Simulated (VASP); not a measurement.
Here is a VASP 6.6.1 calculation.

Contents of INCAR:

```
SYSTEM = In2Sb
PREC = Accurate
ENCUT = 520
EDIFF = 1E-7
ISMEAR = 0
SIGMA = 0.1
LREAL = .False.
LASPH = .True.
NELM = 100
ALGO = Fast
ISIF = 2
LWAVE = .False.
LCHARG = .True.
GGA = PS
LELF = .True.
LVHAR = .True.
NBANDS = 40
```

KPOINTS

```
Automatic mesh
0
Gamma
  12 12 6
  0 0 0
```

POSCAR

```
In2Sb
1.0
    5.3799042018      0.0000000000      0.0000000000
   -2.6899521009      4.6591337087      0.0000000000
    0.0000000000      0.0000000000      6.7225520000
In Sb
4 2
Direct
    0.6666666667      0.3333333333      0.2500000000
    0.3333333333      0.6666666667      0.7500000000
    0.0000000000      0.0000000000      0.5000000000
    0.0000000000      0.0000000000      0.0000000000
    0.6666666667      0.3333333333      0.7500000000
    0.3333333333      0.6666666667      0.2500000000
```

Potentials or basis: VASP PAW PBE potentials, release 64 (In_d, Sb).

Command:

```sh
$ cat potpaw_PBE.64/In_d/POTCAR potpaw_PBE.64/Sb/POTCAR > POTCAR
$ mpirun -np 1 vasp_std > vasp.out
```

**Question.** Predict the pressure.

**Answer.** -2.6 GPa.

**Question.** Estimate the band gap on the k mesh.

**Answer.** Zero (bands 31 and 32 overlap by 2.07 eV).

Stress tensor (GPa, compression positive):
```
-2.09  0.00  0.00
 0.00 -2.09  0.00
 0.00  0.00 -3.53
```

Caveat: the PAW data sets were made with another functional, which shifts forces and pressure a little; spin-orbit coupling is left out, which moves the levels of the heavy elements.
